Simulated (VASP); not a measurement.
Here is a VASP 6.6.1 calculation.

Contents of POSCAR:

```
Os
1.0
    0.0000000000      1.9450000000      1.9450000000
    1.9450000000      0.0000000000      1.9450000000
    1.9450000000      1.9450000000      0.0000000000
Os
1
Direct
    0.0000000000      0.0000000000      0.0000000000
```

Contents of INCAR.step1:

```
SYSTEM = Os
  ALGO = Normal
  EDIFF = 1E-5
  ENCUT = 520
  GGA = PE
  GGA_COMPAT = .FALSE.
  ISIF = 2
  ISMEAR = 1
  LASPH = .TRUE.
  LCHARG = .FALSE.
  LREAL = .FALSE.
  LWAVE = .TRUE.
  NBANDS = 10
  NELM = 120
  PREC = Accurate
  SIGMA = 0.05
```

Contents of INCAR.step2:

```
SYSTEM = Os
  AEXX = 0.2
  AGGAC = 0.81
  AGGAX = 0.72
  ALDAC = 0.19
  ALGO = Normal
  EDIFF = 1E-6
  ENCUT = 520
  GGA = B5
  GGA_COMPAT = .FALSE.
  ISIF = 2
  ISMEAR = 1
  ISTART = 1
  LASPH = .TRUE.
  LCHARG = .FALSE.
  LHFCALC = .TRUE.
  LREAL = .FALSE.
  LWAVE = .FALSE.
  NBANDS = 10
  NELM = 120
  PREC = Accurate
  PRECFOCK = Normal
  SIGMA = 0.05
```

Contents of KPOINTS:

```
k-points
0
G
  8 8 8
  0 0 0
```

Potentials or basis: VASP PAW PBE potentials, release 64 (Os).

Launch:

```bash
$ cat potpaw_PBE.64/Os/POTCAR > POTCAR
$ cp INCAR.step1 INCAR
$ mpirun -np 1 vasp_std > vasp.out
$ cp INCAR.step2 INCAR
$ mpirun -np 1 vasp_std > vasp.out
```

(1) What does it give for the band gap on the k mesh?

(2) Predict the pressure.

Answers

(1) zero (bands 4 and 5 overlap by 4.01 eV).

(2) -4.4 GPa.

Caveat: the cell stands under tension; the PAW data sets were made with another functional, which shifts forces and pressure a little; spin-orbit coupling is left out, which moves the levels of the heavy elements.
